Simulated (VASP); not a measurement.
Crystal: Ga.

```
CELL_PARAMETERS angstrom
2.71648 0.00000 0.00000
0.00000 2.71648 0.00000
0.00000 0.00000 2.71648
ATOMIC_POSITIONS crystal
Ga 0.00000 0.00000 0.00000
```

- Program: VASP 6.6.1
- Task: relaxation of cell and atoms
- Functional: revPBE
- Dispersion: D3(BJ)
- Potentials or basis: VASP PAW PBE potentials, release 64 (Ga_d)
- Cutoff: 600 eV
- k mesh: 10 × 10 × 10
- Occupations: fermi-dirac, width 0.05 eV
- Spin: no spin polarisation

At the start: pressure -2.7 GPa; volume 20.05 Å³/atom.

Question: How do energy, volume and symmetry change on relaxing?

Answer: Over 4 steps the energy falls by 11.9 meV/atom and the volume is 18.82 Å³/atom (-6.1 %); space group Pm-3m (No. 221, to 0.05 Å).

Step by step:
```tsv
step	energy change (eV)	largest force (eV/Å)	pressure (GPa)	volume (Å³)
1	0.0000	0.0000	-2.75	20.05
2	-0.0114	0.0000	-0.80	19.07
3	-0.0119	0.0000	0.15	18.77
4	-0.0119	0.0000	-0.02	18.82
```

Final structure:
```yaml
crystal:
  lattice:
    - [2.65988, 0.00000, 0.00000]
    - [0.00000, 2.65988, 0.00000]
    - [0.00000, 0.00000, 2.65988]
  atoms:
    - { symbol: Ga, position: [0.00000, 0.00000, 0.00000] }
```

Caveat: the PAW data sets were made with another functional, which shifts forces and pressure a little; pairwise dispersion overbinds metals, which lowers pressure and volume.
